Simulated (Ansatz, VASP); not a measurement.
**One calculation of ZnSe, two programs**

The input INCAR:

```
SYSTEM = ZnSe
PREC = Accurate
ENCUT = 520
EDIFF = 1E-6
ISMEAR = 0
SIGMA = 0.05
LREAL = .False.
LASPH = .True.
NELM = 60
ALGO = Normal
ISIF = 2
LWAVE = .False.
LCHARG = .False.
GGA = PE
NBANDS = 16
```

KPOINTS

```
Automatic mesh
0
Gamma
  10 10 10
  0 0 0
```

The input POSCAR:

```
ZnSe
1.0
    0.0000000000      2.7880855544      2.9274898321
    2.7880855544      0.0000000000      2.9274898321
    2.7880855544      2.7880855544      0.0000000000
Zn Se
1 1
Direct
    0.0000000000      0.0000000000      0.0000000000
    0.7500000000      0.7500000000      0.7500000000
```

Input for Ansatz:

```yaml
crystal:
  lattice:
    - [0.0, 2.7880855544, 2.9274898321]
    - [2.7880855544, 0.0, 2.9274898321]
    - [2.7880855544, 2.7880855544, 0.0]
  atoms:
    - { symbol: Zn, position: [0.0, 0.0, 0.0] }
    - { symbol: Se, position: [0.75, 0.75, 0.75] }
basis:
  ecutwfc: 420
kpoints:
  mp_grid: { grid: [10, 10, 10] }
hamiltonian:
  xc: pbe
scf:
  occupations: { method: gaussian, width: 0.05 }
output:
  forces: true
  stress: true
  eigenvalues: true
```

Alike in both runs: task single point; functional PBE; k mesh 10 × 10 × 10; occupations gaussian, width 0.05 eV; no spin polarisation.

```csv
,VASP,Ansatz
version,VASP 6.6.1,Ansatz 0.2.0
potentials or method,"VASP PAW PBE potentials, release 64 (Zn, Se), cutoff 520 eV","scalar-relativistic, plane waves, PAW"
valence electrons in the cell,18,28
```

|  | VASP | Ansatz | Ansatz less VASP |
| --- | --- | --- | --- |
| gap on the k mesh at the Fermi level (eV) | 1.22 | 1.21 | -0.002 |
| least direct gap on the mesh (eV) | 1.22 | 1.21 | -0.002 |
| pressure (GPa) | 2.3 | 2.1 | -0.24 |
| traceless stress, the component that is largest in VASP (GPa) | -1.20 | -1.21 | -0.011 |

VASP's potentials hold 18 valence electrons a cell and Ansatz's 28, so a difference there can come from the potentials and not from the codes.
